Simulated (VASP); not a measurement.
# LaTe (I4/mmm) in VASP: a series of runs

LaTe is run at these levels: LDA; tasks: single point.

Program: VASP 6.6.1. These are calculated values, not measurements. Logs are shortened: lines on timing, memory, paths and dates and some standing lists are left out, and cuts for length are marked.

**1. The cell of the first run**

The structure is tetragonal, space group I4/mmm (No. 139). The conventional cell has a = 4.496 Å, b = 4.496 Å, c = 6.422 Å, α = 90.00°, β = 90.00°, γ = 90.00°. La (site symmetry 4/mmm) has 6 Te at 3.18 to 3.21 Å within 4.2 Å. Within 4.2 Å of Te (site symmetry 4/mmm) lie 6 La at 3.18 to 3.21 Å.

**2. Single point, LDA (equal xx and yy strain of -1 %)**

INCAR reads:

```
SYSTEM = LaTe
PREC     = Accurate       ! precision mode
ENCUT    = 520            ! plane-wave cutoff, eV
EDIFF    = 1E-7           ! SCF threshold, eV
ISMEAR   = -1             ! smearing method
SIGMA    = 0.08           ! smearing width, eV
LREAL    = .FALSE.        ! projectors in reciprocal space
LASPH    = .TRUE.         ! aspherical terms in the spheres
NELM     = 60             ! most SCF steps
ALGO     = Normal         ! electronic algorithm
ISIF     = 2              ! what is computed and relaxed
LWAVE    = .FALSE.        ! write WAVECAR
LCHARG   = .FALSE.        ! write CHGCAR
NBANDS   = 16             ! bands
```

KPOINTS reads:

```
Automatic mesh
0
G
  10 10 10
  0 0 0
```

POSCAR reads:

```
LaTe
1.0
    0.0000000000      3.1788900000      3.2110000000
    3.1788900000      0.0000000000      3.2110000000
    3.1788900000      3.1788900000      0.0000000000
La Te
1 1
Direct
    0.0000000000      0.0000000000      0.0000000000
    0.5000000000      0.5000000000      0.5000000000
```

Potentials or basis: VASP PAW LDA potentials, release 64 (La, Te).

Run with:

```bash
cat potpaw_LDA.64/La/POTCAR potpaw_LDA.64/Te/POTCAR > POTCAR
mpirun -np 1 vasp_std > vasp.out
```

OUTCAR:

```text
SYSTEM = LaTe
   PREC = Accurate
   ENCUT = 520
   EDIFF = 1E-7
   ISMEAR = -1
   LREAL = .FALSE.
   LASPH = .TRUE.
   NELM = 60
   ISIF = 2

 ion  position               nearest neighbor table
   1  0.000  0.000  0.000-   2 3.18   2 3.18   2 3.18   2 3.18   2 3.21   2 3.21
   2  0.500  0.500  0.500-   1 3.18   1 3.18   1 3.18   1 3.18   1 3.21   1 3.21

  LATTYP: Found a body centered tetragonal cell.
 ALAT       =     4.4956293513
 C/A-ratio  =     1.4284985479

  Lattice vectors:

 A1 = (  -3.1788900000,   0.0000000000,   3.2110000000)
 A2 = (   3.1788900000,   0.0000000000,   3.2110000000)
 A3 = (   0.0000000000,   3.1788900000,  -3.2110000000)

Analysis of symmetry for initial positions (statically):
=====================================================================
 Subroutine PRICEL returns:
 Original cell was already a primitive cell.

 Routine SETGRP: Setting up the symmetry group for a
 body centered tetragonal supercell.

 Subroutine GETGRP returns: Found 16 space group operations
 (whereof 16 operations were pure point group operations)
 out of a pool of 16 trial point group operations.

The static configuration has the point symmetry D_4h.

Analysis of symmetry for dynamics (positions and initial velocities):
=====================================================================
 Subroutine PRICEL returns:
 Original cell was already a primitive cell.

 Routine SETGRP: Setting up the symmetry group for a
 body centered tetragonal supercell.

 Subroutine GETGRP returns: Found 16 space group operations
 (whereof 16 operations were pure point group operations)
 out of a pool of 16 trial point group operations.

The dynamic configuration has the point symmetry D_4h.

 Subroutine INISYM returns: Found 16 space group operations
 (whereof 16 operations are pure point group operations),
 and found     1 'primitive' translations

----------------------------------------------------------------------------------------

                                     Primitive cell

  volume of cell :      64.8965

  direct lattice vectors                    reciprocal lattice vectors
     0.000000000  3.178890000  3.211000000    -0.157287607  0.157287607  0.155714731
     3.178890000  0.000000000  3.211000000     0.157287607 -0.157287607  0.155714731
     3.178890000  3.178890000  0.000000000     0.157287607  0.157287607 -0.155714731

  length of vectors
     4.518391598  4.518391598  4.495629351     0.271525063  0.271525063  0.271525063

  position of ions in fractional coordinates (direct lattice)
     0.000000000  0.000000000  0.000000000
     0.500000000  0.500000000  0.500000000

  ion indices of the primitive-cell ions
   primitive index   ion index
                 1           1
                 2           2

----------------------------------------------------------------------------------------

 KPOINTS: Automatic mesh

Automatic generation of k-mesh.
 Grid dimensions read from file:
 generate k-points for:   10   10   10

 Generating k-lattice:

  Cartesian coordinates                     Fractional coordinates (reciprocal lattice)
    -0.015728761  0.015728761  0.015571473     0.100000000  0.000000000  0.000000000
     0.015728761 -0.015728761  0.015571473     0.000000000  0.100000000  0.000000000
     0.015728761  0.015728761 -0.015571473    -0.000000000 -0.000000000  0.100000000

  Length of vectors
     0.027152506  0.027152506  0.027152506

  Shift w.r.t. Gamma in fractional coordinates (k-lattice)
     0.000000000  0.000000000  0.000000000

 Subroutine IBZKPT returns following result:
 ===========================================

 Found    102 irreducible k-points:

 Following reciprocal coordinates:
            Coordinates               Weight
  0.000000  0.000000  0.000000      1.000000
  0.100000  0.000000  0.000000      8.000000
  0.200000  0.000000  0.000000      8.000000
  0.300000 -0.000000  0.000000      8.000000
  0.400000 -0.000000  0.000000      8.000000
  0.500000 -0.000000  0.000000      4.000000
[... 16 lines left out ...]
  0.300000  0.300000  0.000000      2.000000
  0.400000  0.300000  0.000000      8.000000
 [... further k-points ...]
   k-points           NKPTS =    102   k-points in BZ     NKDIM =    102   number of bands    NBANDS=     16
   number of dos      NEDOS =    301   number of ions     NIONS =      2
   total plane-waves  NPLWV =  46656
   dimension x,y,z NGX =    36 NGY =   36 NGZ =   36
   dimension x,y,z NGXF=    72 NGYF=   72 NGZF=   72
   ions per type =               1   1
   NGX,Y,Z   is equivalent  to a cutoff of  13.25, 13.25, 13.31 a.u.
   NGXF,Y,Z  is equivalent  to a cutoff of  26.49, 26.49, 26.63 a.u.
 SYSTEM =  LaTe
   PREC   = accura    normal or accurate (medium, high low for compatibility)
   ISTART =      0    job   : 0-new  1-cont  2-samecut
   ICHARG =      2    charge: 1-file 2-atom 10-const
   ISPIN  =      1    spin polarized calculation?
   LNONCOLLINEAR =      F non collinear calculations
   LSORBIT =      F    spin-orbit coupling
   LASPH  =      T    aspherical Exc in radial PAW
   ENCUT  =  520.0 eV  38.22 Ry    6.18 a.u.   8.40  8.40  8.36*2*pi/ulx,y,z
   NELM   =     60;   NELMIN=  2; NELMDL= -5     # of ELM steps
   EDIFF  = 0.1E-06   stopping-criterion for ELM
   LREAL  =      F    real-space projection
   EDIFFG = 0.1E-05   stopping-criterion for IOM
   NSW    =      0    number of steps for IOM
   IBRION =     -1    ionic relax: 0-MD 1-quasi-New 2-CG
   NFREE  =      0    steps in history (QN), initial steepest desc. (CG)
   ISIF   =      2    stress and relaxation
   ISYM   =      2    0-nonsym 1-usesym 2-fastsym
   POTIM  = 0.5000    time-step for ionic-motion
   TEBEG  =    0.0;   TEEND  =   0.0 temperature during run
   PSTRESS=    0.0 pullay stress
   NELECT =      17.0000    total number of electrons
   NUPDOWN=      -1.0000    fix difference up-down
   EMIN   =  10.00;   EMAX   =-10.00  energy-range for DOS
   EFERMI =   0.00;   METHOD = LEGACY
   ISMEAR =    -1;   SIGMA  =   0.08  broadening in eV -4-tet -1-fermi 0-gaus
   EFERMI_NEDOS =   21; number of points for ismear=-14 and -15
   IALGO  =     38    algorithm
   IMIX   =      4    mixing-type and parameters
     AMIX     =   0.40;   BMIX     =  1.00
     AMIX_MAG =   1.60;   BMIX_MAG =  1.00
  volume/ion in A,a.u.               =      32.45       218.97
  Fermi-wavevector in a.u.,A,eV,Ry     =   1.047492  1.979473 14.928849  1.097239
  Thomas-Fermi vector in A             =   2.182374
   LORBIT       =      0    0 simple, 1 ext, 2 COOP (PROOUT), +10 PAW based schemes
   GGA     = CA    functional components
   LHFCALC =     F    Hartree Fock is set to
   AEXX    =    0.0000 exact exchange contribution
   IVDW    =     0    specifies the selected vdW correction
   LEPSILON=     F    determine dielectric tensor
   LRPA    =     F    only Hartree local field effects (RPA)
 non-spin polarized calculation
  energy-cutoff  :      520.00
  volume of cell :       64.90
 maximum number of plane-waves:      1791
 NGX is ok and might be reduce to    36
   NGX = 17   NGY = 17   NGZ = 17

 number of electron      16.9999999 magnetization

 Free energy of the ion-electron system (eV)
  ---------------------------------------------------
  ext. energy  EPLUGINS =         0.00000000
  ---------------------------------------------------
  free energy    TOTEN  =       -12.63301940 eV

  energy without entropy =      -12.60158322  energy(sigma->0) =      -12.61730131

 E-fermi :   8.4350     XC(G=0):  -9.8682

 val. band max:        8.4263953787   @ k =  -0.4000   0.2000   0.4000
 cond. band min:       8.4369287452   @ k =   0.0000   0.0000   0.0000
 fundamental gap:      0.0105333665
 Fermi energy:         8.4349904799

 k-point     1 :       0.0000    0.0000    0.0000
  band No.  band energies     occupation
      1     -24.7750      2.00000
      2      -8.4895      2.00000
      3      -8.4895      2.00000
      4      -8.4813      2.00000
      5      -3.9402      2.00000
      6       6.1415      2.00000
[... 8 lines left out ...]
     15       9.9228      0.00000
     16       9.9265      0.00000

 k-point     2 :       0.1000    0.0000    0.0000
  band No.  band energies     occupation
      1     -24.7724      2.00000
      2      -8.5483      2.00000
      3      -8.4905      2.00000
      4      -8.4854      2.00000
      5      -3.8264      2.00000
      6       5.7031      2.00000
[... 8 lines left out ...]
     15       9.9260      0.00000
     16       9.9431      0.00000

 k-point     3 :       0.2000    0.0000    0.0000
  band No.  band energies     occupation
      1     -24.7658      2.00000
      2      -8.6984      2.00000
      3      -8.4931      2.00000
      4      -8.4903      2.00000
      5      -3.5307      2.00000
      6       4.8087      2.00000
[... 8 lines left out ...]
     15       9.9298      0.00000
     16      10.0036      0.00000

 k-point     4 :       0.3000   -0.0000    0.0000
  band No.  band energies     occupation
      1     -24.7575      2.00000
      2      -8.8677      2.00000
      3      -8.4963      2.00000
      4      -8.4962      2.00000
      5      -3.1621      2.00000
      6       3.9587      2.00000
[... 8 lines left out ...]
     15       9.9342      0.00000
     16      10.1575      0.00000

 k-point     5 :       0.4000   -0.0000    0.0000
  band No.  band energies     occupation
      1     -24.7508      2.00000
      2      -8.9942      2.00000
      3      -8.5008      2.00000
      4      -8.4989      2.00000
      5      -2.8536      2.00000
      6       3.3611      2.00000
[... 8 lines left out ...]
     15       9.9378      0.00000
     16      10.4662      0.00000

 k-point     6 :       0.5000   -0.0000    0.0000
  band No.  band energies     occupation
      1     -24.7482      2.00000
      2      -9.0404      2.00000
      3      -8.5026      2.00000
      4      -8.4999      2.00000
      5      -2.7314      2.00000
      6       3.1439      2.00000
[... 8 lines left out ...]
     15       9.9391      0.00000
     16      10.6860      0.00000

 k-point     7 :       0.1000    0.1000    0.0000
  band No.  band energies     occupation
      1     -24.7717      2.00000
      2      -8.5372      2.00000
      3      -8.5016      2.00000
      4      -8.5016      2.00000
      5      -3.8058      2.00000
      6       5.3292      2.00000
[... 8 lines left out ...]
     15       9.9316      0.00000
     16       9.9476      0.00000

 k-point     8 :       0.2000    0.1000    0.0000
  band No.  band energies     occupation
      1     -24.7664      2.00000
      2      -8.6466      2.00000
      3      -8.5125      2.00000
      4      -8.5005      2.00000
      5      -3.6021      2.00000
      6       4.7109      2.00000
[... 8 lines left out ...]
     15       9.9318      0.00000
     16       9.9879      0.00000

 k-point     9 :       0.3000    0.1000    0.0000
  band No.  band energies     occupation
      1     -24.7587      2.00000
      2      -8.8020      2.00000
      3      -8.5189      2.00000
      4      -8.5038      2.00000
      5      -3.2951      2.00000
      6       4.1076      2.00000
[... 8 lines left out ...]
     15       9.9289      0.00000
     16      10.0731      0.00000
[... 172 lines left out ...]
 k-point    19 :       0.5000    0.2000    0.0000
  band No.  band energies     occupation
      1     -24.7453      2.00000
      2      -8.9263      2.00000
      3      -8.5883      2.00000
      4      -8.5412      2.00000
      5      -3.0375      2.00000
      6       3.7576      2.00000
[... 8 lines left out ...]
     15       9.9089      0.00000
     16      10.2298      0.00000

 k-point    20 :      -0.4000    0.2000    0.0000
  band No.  band energies     occupation
      1     -24.7447      2.00000
      2      -8.9441      2.00000
      3      -8.6106      2.00000
      4      -8.5220      2.00000
      5      -2.9528      2.00000
      6       3.6004      2.00000
[... 8 lines left out ...]
     15       9.9017      0.00000
     16      10.4132      0.00000

 k-point    21 :      -0.3000    0.2000    0.0000
  band No.  band energies     occupation
      1     -24.7482      2.00000
      2      -8.9105      2.00000
      3      -8.6107      2.00000
      4      -8.5009      2.00000
      5      -2.9916      2.00000
      6       3.6119      2.00000
[... 8 lines left out ...]
     15       9.9009      0.00000
     16      10.3633      0.00000

 k-point    22 :      -0.2000    0.2000    0.0000
  band No.  band energies     occupation
      1     -24.7545      2.00000
      2      -8.8446      2.00000
      3      -8.5790      2.00000
      4      -8.4859      2.00000
      5      -3.1467      2.00000
      6       3.8675      2.00000
[... 8 lines left out ...]
     15       9.9085      0.00000
     16      10.1458      0.00000

 k-point    23 :       0.3000    0.3000    0.0000
  band No.  band energies     occupation
      1     -24.7521      2.00000
      2      -8.7526      2.00000
      3      -8.5731      2.00000
      4      -8.5731      2.00000
      5      -3.4402      2.00000
      6       4.1006      2.00000
[... 8 lines left out ...]
     15      10.0162      0.00000
     16      10.1078      0.00000

 k-point    24 :       0.4000    0.3000    0.0000
  band No.  band energies     occupation
      1     -24.7468      2.00000
      2      -8.7987      2.00000
      3      -8.5978      2.00000
      4      -8.5842      2.00000
      5      -3.4072      2.00000
      6       4.2170      2.00000
[... 8 lines left out ...]
     15       9.9604      0.00000
     16      10.1429      0.00000

 [... further k-points ...]
[... 5 lines left out ...]
  --------------------------------------------------------------------------------------
  -------------------------------------------------------------------------------------
  Total       -0.1867387     -0.1867387     -0.7713481      0.0000000     -0.0000000     -0.0000000
  in kB       -4.6102418     -4.6102418    -19.0431885      0.0000000     -0.0000000     -0.0000000
  external PRESSURE =      -9.4212240 kB  Pullay stress =       0.0000000 kB

 VOLUME and BASIS-vectors are now :
 -----------------------------------------------------------------------------
  energy-cutoff  :      520.00
  volume of cell :       64.90
      direct lattice vectors                 reciprocal lattice vectors
     0.000000000  3.178890000  3.211000000    -0.157287607  0.157287607  0.155714731
     3.178890000  0.000000000  3.211000000     0.157287607 -0.157287607  0.155714731
     3.178890000  3.178890000  0.000000000     0.157287607  0.157287607 -0.155714731

 POSITION                                       TOTAL-FORCE (eV/Angst)
 -----------------------------------------------------------------------------------
      0.00000      0.00000      0.00000         0.000000     -0.000000      0.000000
      3.17889      3.17889      3.21100        -0.000000      0.000000      0.000000
 -----------------------------------------------------------------------------------
    total drift:                                0.000000      0.000000      0.000000

  FREE ENERGIE OF THE ION-ELECTRON SYSTEM (eV)
  ---------------------------------------------------
  free  energy   TOTEN  =       -12.6330193987 eV

  energy  without entropy=      -12.6015832237  energy(sigma->0) =      -12.61730131
```

Run time: 2.2 min. Hardware: 1 thread of Oxide Virtual Turin-like, shared host; peak memory 0.25 GiB.

What came out:

| Quantity | Value |
| --- | --- |
| Free energy | -12.6330 eV |
| Pressure | -0.9 GPa |

Caveat: the cell differs from its parent crystal (equal xx and yy strain of -1 %); spin-orbit coupling is left out, which moves the levels of the heavy elements.

(Continued in part 2 of 2.)
